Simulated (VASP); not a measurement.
Input of a VASP 6.6.1 run:

File INCAR:

```
SYSTEM = SnF
PREC = Accurate
ENCUT = 600
EDIFF = 1E-7
ISMEAR = 0
SIGMA = 0.1
LREAL = .FALSE.
LASPH = .TRUE.
NELM = 120
ALGO = Normal
ISIF = 3
LWAVE = .FALSE.
LCHARG = .FALSE.
GGA = PE
IBRION = 2
NSW = 100
EDIFFG = -0.01
GGA_COMPAT = .FALSE.
NELMIN = 4
```

KPOINTS

```
Automatic mesh
0
G
  18 18 12
  0 0 0
```

The input POSCAR:

```
SnF
1.0
    3.1337511334      0.0000000000      0.0000000000
    0.0000000000      3.1337511334      0.0000000000
    0.0000000000      0.0000000000      4.4464793483
Sn F
1 1
Direct
    0.0000000000      0.0000000000      0.0000000000
    0.0000000000      0.0000000000      0.5000000000
```

Potentials or basis: VASP PAW PBE potentials, release 64 (Sn_d, F).

Launch:

```sh
$ cat potpaw_PBE.64/Sn_d/POTCAR potpaw_PBE.64/F/POTCAR > POTCAR
$ mpirun -np 1 vasp_std > vasp.out
```

(1) Estimate the relaxed volume.

(2) What does it give for the band gap on the k mesh?

(3) What does it give for the relaxed cell?

(4) Estimate the space group after relaxing (to 0.1 Å).

## Answers

(1) 21.36 Å³/atom.

(2) zero (an odd number of electrons rules out a gap without spin polarisation).

(3) a = 3.100 Å, b = 3.100 Å, c = 4.446 Å, α = 90.00°, β = 90.00°, γ = 90.00°.

(4) P4/mmm (No. 123).

Caveat: spin-orbit coupling is left out, which moves the levels of the heavy elements; an odd number of electrons without spin polarisation forces a metal; a magnetic or distorted state may lie lower.
